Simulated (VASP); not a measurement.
Runs of VASP 6.6.1 on Pt. The structure is that of space group Pm-3m (No. 221), or close to it. The cells are those of the table. 

```csv
task,cell,k mesh,cutoff (eV),gap on the mesh (eV),pressure (GPa)
single point,"a = 2.713 Å, 1 atom",13 × 13 × 13,520,none,(a)
single point,"a = 2.678 Å, 1 atom",19 × 19 × 19,520,none,0.9
single point,"a = 2.678 Å, 1 atom",12 × 12 × 12,520,none,0.7
single point,"a = 2.781 Å, 1 atom",13 × 13 × 13,520,none,-12.0
relaxation of cell and atoms,"relaxed from a = 2.536 Å, 1 atom",12 × 12 × 12,600,none,0.0
single point,"a = 2.566 Å, 1 atom",13 × 13 × 13,520,none,(b)
single point,"a = 2.605 Å, 1 atom",13 × 13 × 13,520,none,16.9
single point,"a = 2.642 Å, 1 atom",13 × 13 × 13,520,none,7.8
single point,"a = 2.748 Å, 1 atom",13 × 13 × 13,520,none,-8.8
single point,"a = 2.678 Å, 1 atom",13 × 13 × 13,520,none,0.8
```

Alike in all rows: level BLYP; potentials or basis VASP PAW PBE potentials, release 64 (Pt); no spin polarisation; smearing fermi-dirac 0.1 eV.

Question: Estimate the missing entries.

Answer: (a) -4.6; (b) 28.5.

Caveats: the PAW data sets were made with another functional, which shifts forces and pressure a little; spin-orbit coupling is left out, which moves the levels of the heavy elements.

A k mesh can miss the band edges, and the runs leave out spin-orbit coupling on Pt.

A gap of «none» marks levels without a gap at the run's occupations.
